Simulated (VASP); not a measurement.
# In7CoSb8 (F-43m) in VASP: single point with PBEsol

Aim: the single point of In7CoSb8 with PBEsol.

Program: VASP 6.6.1. These are calculated values, not measurements. Logs are shortened: lines on timing, memory, paths and dates and some standing lists are left out, and cuts for length are marked.

### 1 The cell of the first run

It takes space group F-43m (No. 216, cubic). Conventional cell: a = 12.956 Å, b = 12.956 Å, c = 12.956 Å, α = 90.00°, β = 90.00°, γ = 90.00°. Within 3.5 Å of Co (site symmetry -43m) lie 4 Sb at 2.64 Å. In (site symmetry 2mm) has 4 Sb at 2.83 to 2.84 Å within 3.7 Å. Within 3.7 Å of In (site symmetry -43m) lie 4 Sb at 2.82 Å. Sb (site symmetry 3m) has 1 Co at 2.64 Å and 3 In at 2.84 Å within 3.5 Å. Within 3.7 Å of Sb (site symmetry 3m) lie 4 In at 2.82 to 2.83 Å.

### 2 Single point, PBEsol, collinear spin, ferromagnetic start

Input file INCAR:

```
SYSTEM = In7CoSb8
PREC = Accurate
ENCUT = 520
EDIFF = 1E-6
ISMEAR = 0
SIGMA = 0.05
LREAL = Auto
LASPH = .True.
NELM = 150
ALGO = Normal
ISIF = 2
LWAVE = .False.
LCHARG = .False.
ISPIN = 2
MAGMOM = 1.36 0 0 0 0 0 0 0 -0.01 -0.01 -0.01 0 -0.01 0 0 0
LORBIT = 11
LMAXMIX = 4
GGA = PS
NBANDS = 88
```

Input file KPOINTS:

```
regular mesh
0
Gamma
  2 2 2
  0 0 0
```

Input file POSCAR:

```
In7CoSb8
1.0
    0.0000000000      6.4782000000      6.4782000000
    6.4782000000      0.0000000000      6.4782000000
    6.4782000000      6.4782000000      0.0000000000
Co In Sb
1 7 8
Direct
    1.0000000000      0.0000000000      1.0000000000
    0.0041435421      0.0041435421      0.4958564579
    0.0041435421      0.4958564579      0.0041435421
    0.0041435421      0.4958564579      0.4958564579
    0.4958564579      0.0041435421      0.0041435421
    0.4958564579      0.0041435421      0.4958564579
    0.4958564579      0.4958564579      0.0041435421
    0.5000000000      0.5000000000      0.5000000000
    0.1174515371      0.1174515371      0.1174515371
    0.1174515371      0.1174515371      0.6476453887
    0.1174515371      0.6476453887      0.1174515371
    0.1230022386      0.6256659205      0.6256659205
    0.6476453887      0.1174515371      0.1174515371
    0.6256659205      0.1230022386      0.6256659205
    0.6256659205      0.6256659205      0.1230022386
    0.6256659205      0.6256659205      0.6256659205
```

Potentials or basis: VASP PAW PBE potentials, release 64 (Co, In_d, Sb).

Started as:

```bash
> cat potpaw_PBE.64/Co/POTCAR potpaw_PBE.64/In_d/POTCAR potpaw_PBE.64/Sb/POTCAR > POTCAR
> mpirun -np 1 vasp_std > vasp.out
```

OUTCAR:

```text
SYSTEM = In7CoSb8
   PREC = Accurate
   ENCUT = 520
   EDIFF = 1E-6
   ISMEAR = 0
   LREAL = Auto
   LASPH = .True.
   NELM = 150
   ISIF = 2
   ISPIN = 2
   LORBIT = 11
   GGA = PS

 ion  position               nearest neighbor table
   1  0.000  0.000  0.000-  10 2.64  11 2.64  13 2.64   9 2.64
   2  0.004  0.004  0.496-  12 2.83  14 2.83   9 2.84  10 2.84
   3  0.004  0.496  0.004-  12 2.83  15 2.83   9 2.84  11 2.84
   4  0.004  0.496  0.496-  16 2.83  12 2.83  10 2.84  11 2.84
   5  0.496  0.004  0.004-  14 2.83  15 2.83   9 2.84  13 2.84
   6  0.496  0.004  0.496-  16 2.83  14 2.83  10 2.84  13 2.84
[... 8 lines left out ...]
  15  0.626  0.626  0.123-   8 2.82   5 2.83   3 2.83   7 2.83
  16  0.626  0.626  0.626-   8 2.82   6 2.83   7 2.83   4 2.83

  LATTYP: Found a face centered cubic cell.
 ALAT       =    12.9564000000

  Lattice vectors:

 A1 = (   0.0000000000,   6.4782000000,   6.4782000000)
 A2 = (   6.4782000000,   0.0000000000,   6.4782000000)
 A3 = (   6.4782000000,   6.4782000000,   0.0000000000)

Analysis of symmetry for initial positions (statically):
=====================================================================
 Subroutine PRICEL returns:
 Original cell was already a primitive cell.

 Routine SETGRP: Setting up the symmetry group for a
 face centered cubic supercell.

 Subroutine GETGRP returns: Found 24 space group operations
 (whereof 24 operations were pure point group operations)
 out of a pool of 48 trial point group operations.

The static configuration has the point symmetry T_d .

Analysis of symmetry for dynamics (positions and initial velocities):
=====================================================================
 Subroutine PRICEL returns:
 Original cell was already a primitive cell.

 Routine SETGRP: Setting up the symmetry group for a
 face centered cubic supercell.

 Subroutine GETGRP returns: Found 24 space group operations
 (whereof 24 operations were pure point group operations)
 out of a pool of 48 trial point group operations.

The dynamic configuration has the point symmetry T_d .

Analysis of structural, dynamic, and magnetic symmetry:
=====================================================================
 Subroutine PRICEL returns:
 Original cell was already a primitive cell.

 Routine SETGRP: Setting up the symmetry group for a
 face centered cubic supercell.

 Subroutine GETGRP returns: Found 24 space group operations
 (whereof 24 operations were pure point group operations)
 out of a pool of 48 trial point group operations.

The overall configuration has the point symmetry T_d .
[... 148 lines left out ...]
  ext. energy  EPLUGINS =         0.00000000
  ---------------------------------------------------
  free energy    TOTEN  =       -63.47752809 eV

  energy without entropy =      -63.46728832  energy(sigma->0) =      -63.47240821

 E-fermi :   4.4240     XC(G=0):  -8.8118

 val. band max:        4.3833373917   @ k =   0.5000   0.0000   0.0000
 cond. band min:       4.4825877955   @ k =   0.5000   0.5000   0.0000
 fundamental gap:      0.0992504037
 Fermi energy:         4.4239588277

 spin component 1

 k-point     1 :       0.0000    0.0000    0.0000
  band No.  band energies     occupation
      1      -9.9146      1.00000
      2      -9.9146      1.00000
      3      -9.9146      1.00000
      4      -9.9139      1.00000
      5      -9.8795      1.00000
      6      -9.8795      1.00000
[... 244 lines left out ...]
     81       8.0613      0.00000
     82       8.6367      0.00000
 Fermi energy:         4.4239588277

 spin component 2

 k-point     1 :       0.0000    0.0000    0.0000
  band No.  band energies     occupation
      1      -9.9145      1.00000
      2      -9.9145      1.00000
      3      -9.9145      1.00000
      4      -9.9133      1.00000
      5      -9.8794      1.00000
      6      -9.8794      1.00000
[... 244 lines left out ...]
     81       8.0596      0.00000
     82       8.6546      0.00000
 [bands above 82 left out]

------------------------ aborting loop because EDIFF is reached ----------------------------------------

  FORCE on cell =-STRESS in cart. coord.  units (eV):
  Direction    XX          YY          ZZ          XY          YZ          ZX
  --------------------------------------------------------------------------------------
  -------------------------------------------------------------------------------------
  Total       -4.9346923     -4.9346923     -4.9346923      0.0000000     -0.0000000      0.0000000
  in kB      -14.5404421    -14.5404421    -14.5404421      0.0000000     -0.0000000      0.0000000
  external PRESSURE =     -14.5404421 kB  Pullay stress =       0.0000000 kB

 VOLUME and BASIS-vectors are now :
 -----------------------------------------------------------------------------
  energy-cutoff  :      520.00
  volume of cell :      543.74
      direct lattice vectors                 reciprocal lattice vectors
     0.000000000  6.478200000  6.478200000    -0.077181933  0.077181933  0.077181933
     6.478200000  0.000000000  6.478200000     0.077181933 -0.077181933  0.077181933
     6.478200000  6.478200000  0.000000000     0.077181933  0.077181933 -0.077181933

 POSITION                                       TOTAL-FORCE (eV/Angst)
 -----------------------------------------------------------------------------------
      0.00000      0.00000      0.00000        -0.000000     -0.000000     -0.000000
      3.23910      3.23910      0.05369        -0.000000     -0.000000     -0.183173
      3.23910      0.05369      3.23910        -0.000000     -0.183173     -0.000000
      6.42451      3.23910      3.23910         0.183173     -0.000000     -0.000000
      0.05369      3.23910      3.23910        -0.183173     -0.000000     -0.000000
      3.23910      6.42451      3.23910        -0.000000      0.183173     -0.000000
[... 8 lines left out ...]
      4.85002      4.85002      8.10638         0.010459      0.010459     -0.010459
      8.10638      8.10638      8.10638        -0.010459     -0.010459     -0.010459
 -----------------------------------------------------------------------------------
    total drift:                               -0.000001     -0.000001     -0.000001

  FREE ENERGIE OF THE ION-ELECTRON SYSTEM (eV)
  ---------------------------------------------------
  free  energy   TOTEN  =       -63.4775280905 eV

  energy  without entropy=      -63.4672883229  energy(sigma->0) =      -63.47240821

 total charge

# of ion       s       p       d       tot
------------------------------------------
    1        0.370   0.280   7.302   7.952
    2        0.871   0.692   9.862  11.425
    3        0.871   0.692   9.862  11.425
    4        0.871   0.692   9.862  11.425
    5        0.871   0.692   9.862  11.425
    6        0.871   0.692   9.862  11.425
[... 8 lines left out ...]
   15        1.128   1.336   0.018   2.483
   16        1.128   1.336   0.018   2.483
--------------------------------------------------
tot         15.542  15.586  76.507 107.635

 magnetization (x)

# of ion       s       p       d       tot
------------------------------------------
    1        0.009   0.017   1.192   1.219
    2       -0.003   0.006  -0.001   0.002
    3       -0.003   0.006  -0.001   0.002
    4       -0.003   0.006  -0.001   0.002
    5       -0.003   0.006  -0.001   0.002
    6       -0.003   0.006  -0.001   0.002
[... 8 lines left out ...]
   15       -0.000  -0.002  -0.000  -0.003
   16       -0.000  -0.002  -0.000  -0.003
--------------------------------------------------
tot         -0.006   0.007   1.190   1.191
```

OSZICAR:

```text
N       E                     dE             d eps       ncg     rms          rms(c)
DAV:   1     0.134533074264E+04    0.13453E+04   -0.56535E+04  1056   0.160E+03
DAV:   2     0.120681798908E+03   -0.12246E+04   -0.11897E+04  1088   0.425E+02
[... 12 lines left out ...]
DAV:  15    -0.634774110550E+02   -0.41279E-03   -0.11565E-03  1416   0.139E-01    0.778E-02
DAV:  16    -0.634775106744E+02   -0.99619E-04   -0.24878E-04  1392   0.553E-02    0.770E-02
DAV:  17    -0.634775258581E+02   -0.15184E-04   -0.25804E-05  1176   0.248E-02    0.604E-02
DAV:  18    -0.634775278219E+02   -0.19639E-05   -0.10554E-05  1056   0.182E-02    0.357E-02
DAV:  19    -0.634775275223E+02    0.29959E-06   -0.28795E-05  1112   0.247E-02    0.967E-03
DAV:  20    -0.634775280905E+02   -0.56820E-06   -0.42601E-06   888   0.990E-03
   1 F= -.63477528E+02 E0= -.63472408E+02  d E =-.102398E-01  mag=     1.2374
```

stdout:

```text
POSCAR found type information on POSCAR CoInSb
 POSCAR found :  3 types and      16 ions
 scaLAPACK will be used
 -----------------------------------------------------------------------------
|                                                                             |
|                                                                             |
|     You enforced a specific xc type in the INCAR file but a different       |
|     I HOPE YOU KNOW WHAT YOU ARE DOING!                                     |
|                                                                             |
 -----------------------------------------------------------------------------

 LDA part: xc-table for (Slater+PW92), standard interpolation
 POSCAR, INCAR and KPOINTS ok, starting setup
 FFT: planning ... GRIDC
 FFT: planning ... GRID_SOFT
 FFT: planning ... GRID
 WAVECAR not read
 entering main loop
```

Run time: 16 min. Hardware: 1 thread of Intel Xeon Platinum 8259CL at 2.50GHz (Skylake/Cascade Lake), shared host; peak memory 1 GiB.

What came out:

| Item | Value |
| --- | --- |
| Free energy | -63.4775 eV |
| Pressure | -1.5 GPa |
| Largest force | 0.980 eV/Å |
| Net moment | 1.24 μB per cell |
| Site moments | Co +1.22; In +0.00; Sb -0.01, -0.00 (each value once) μB |
| Valence electrons inside the program's atomic spheres | Co 7.95; In 11.43, 11.44 (each value once); Sb 2.44, 2.48 (each value once) |

Forces on the atoms (eV/Å):
```
Co   0.000  0.000  0.000
In   0.000  0.000 -0.183
In   0.000 -0.183  0.000
In   0.183  0.000  0.000
In  -0.183  0.000  0.000
In   0.000  0.183  0.000
In   0.000  0.000  0.183
In   0.000  0.000  0.000
Sb  -0.566 -0.566 -0.566
Sb   0.566  0.566 -0.566
Sb   0.566 -0.566  0.566
Sb  -0.010  0.010  0.010
Sb  -0.566  0.566  0.566
Sb   0.010 -0.010  0.010
Sb   0.010  0.010 -0.010
Sb  -0.010 -0.010 -0.010
```

Caveat: the k points lie up to 0.42 Å⁻¹ apart; the PAW data sets were made with another functional, which shifts forces and pressure a little; spin-orbit coupling is left out, which moves the levels of the heavy elements; a cell with one magnetic atom can't hold antiferromagnetic order, which such compounds often take.
